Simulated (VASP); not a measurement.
Crystal: HfO2.

```
CELL_PARAMETERS angstrom
0.00000 2.54881 2.54881
2.54881 0.00000 2.54881
2.54881 2.54881 0.00000
ATOMIC_POSITIONS crystal
Hf 0.00000 0.00000 0.00000
O 0.25000 0.25000 0.25000
O 0.75000 0.75000 0.75000
```

```yaml
Program: VASP 6.6.1
Task: relaxation of cell and atoms
Functional: PBEsol
Potentials_or_basis: VASP PAW PBE potentials, release 64 (Hf_pv, O)
Cutoff: 600 eV
k_mesh: 8 × 8 × 8
Occupations: gaussian, width 0.02 eV
Spin: no spin polarisation
```

At the start: pressure -11.5 GPa; volume 11.04 Å³/atom.

Problem. How do energy, volume and symmetry change on relaxing?

Solution. Over 4 steps the energy falls by 19.0 meV/atom and the volume is 10.53 Å³/atom (-4.6 %); space group Fm-3m (No. 225, to 0.05 Å).

Step by step:
| step | energy change (eV) | largest force (eV/Å) | pressure (GPa) | volume (Å³) |
| --- | --- | --- | --- | --- |
| 1 | 0.0000 | 0.0000 | -11.53 | 33.12 |
| 2 | 0.0830 | 0.0000 | 22.27 | 29.45 |
| 3 | -0.0569 | 0.0000 | -0.16 | 31.63 |
| 4 | -0.0570 | 0.0000 | 0.01 | 31.60 |

Final structure:
```cif
data_structure
_symmetry_space_group_name_H-M 'P 1'
_symmetry_Int_Tables_number 1
_cell_length_a 3.5486
_cell_length_b 3.5486
_cell_length_c 3.5486
_cell_angle_alpha 60.000
_cell_angle_beta 60.000
_cell_angle_gamma 60.000
_cell_volume 31.60
loop_
_atom_site_label
_atom_site_type_symbol
_atom_site_fract_x
_atom_site_fract_y
_atom_site_fract_z
_atom_site_occupancy
Hf1 Hf 0.00000 0.00000 0.00000 1
O1 O 0.25000 0.25000 0.25000 1
O2 O 0.75000 0.75000 0.75000 1
```

Caveat: the PAW data sets were made with another functional, which shifts forces and pressure a little.
